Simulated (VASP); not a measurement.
Write the native input for VASP 6.6.1 that does the following.

| Item | Value |
| --- | --- |
| Task | single point |
| Functional | PBE |
| Potentials or basis | VASP PAW PBE potentials, release 64 (B, P) |
| Cutoff | 520 eV |
| k mesh | 16 × 16 × 16 |
| Occupations | fermi-dirac, width 0.02 eV |
| Spin | no spin polarisation |
| Dipole correction | no |
| Further INCAR settings | ALGO = Normal; EDIFF = 1e-07; NBANDS = 11 |

The structure of BP lies in POSCAR:

```
BP
1.0
    0.0000000000      2.2690000000      2.3143800000
    2.2690000000      0.0000000000      2.3143800000
    2.2690000000      2.2690000000      0.0000000000
B P
1 1
Direct
    0.0000000000      0.0000000000      0.0000000000
    0.2500000000      0.2500000000      0.2500000000
```

This cell differs from its parent crystal: z stretched by +2 %, then relaxed in part.

One way to write it, as run:

INCAR

```
  PREC = Accurate
  ENCUT = 520
  EDIFF = 1E-7
  ISMEAR = -1
  SIGMA = 0.02
  LREAL = False
  LASPH = True
  NELM = 80
  ALGO = Normal
  ISIF = 2
  LWAVE = False
  LCHARG = False
  GGA = PE
  NBANDS = 11
```

KPOINTS

```
Automatic mesh
0
Gamma
  16 16 16
```

Potentials or basis: VASP PAW PBE potentials, release 64 (B, P).

The run is started by

```bash
$ cat potpaw_PBE.64/B/POTCAR potpaw_PBE.64/P/POTCAR > POTCAR
$ mpirun -np 1 vasp_std > vasp.out
```

It gave:

```json
{"Pressure": "-2.3 GPa", "Band gap on the k mesh": "1.13 eV, indirect (least direct gap 3.27 eV)"}
```

Caveat: the cell differs from its parent crystal (z stretched by +2 %, then relaxed in part).

Wall time 24 s on 1 thread of Intel(R) Xeon(R) Platinum 8559C (Emerald Rapids), on a shared host, peak memory 0.2 GiB.
